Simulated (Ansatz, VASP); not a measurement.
One calculation of CuRu4, two programs

```
Cu Ru
1.0
     3.28319    0.00000    0.00000
    -1.64159    2.84332    0.00000
     0.00000    0.00000    7.99273
Cu Ru
1 4
Direct
  0.00000 0.00000 0.00000
  0.33333 0.66667 0.50000
  0.66667 0.33333 0.50000
  0.00000 0.00000 0.37728
  0.00000 0.00000 0.62272
```

Alike in both runs: task relaxation of cell and atoms; functional PBE; k mesh 6 × 6 × 2; occupations gaussian, width 0.1 eV; no spin polarisation.

```csv
,VASP,Ansatz
version,VASP 6.6.1,Ansatz 0.2.0
potentials or method,"VASP PAW PBE potentials, release 64 (Cu, Ru_pv), cutoff 600 eV","scalar-relativistic, plane waves, PAW"
valence electrons in the cell,67,83
```

```csv
,VASP,Ansatz,Ansatz less VASP
"gap on the k mesh at the Fermi level, each at its own relaxed structure (eV)",none,none,-
relaxed volume (Å³/atom),21.36,21.40,+0.039
relaxed cell length with the largest relative difference (Å),4.075,4.081,+0.0062
```

A gap of «none» marks a metal or a gap that the smearing closes. VASP's potentials hold 67 valence electrons a cell and Ansatz's 83, so a difference there can come from the potentials and not from the codes.

The k mesh is coarse, so the values compare programs but aren't converged. Noted on VASP's run: the volume moved by over 15 % at a fixed basis, so the end points are rough.
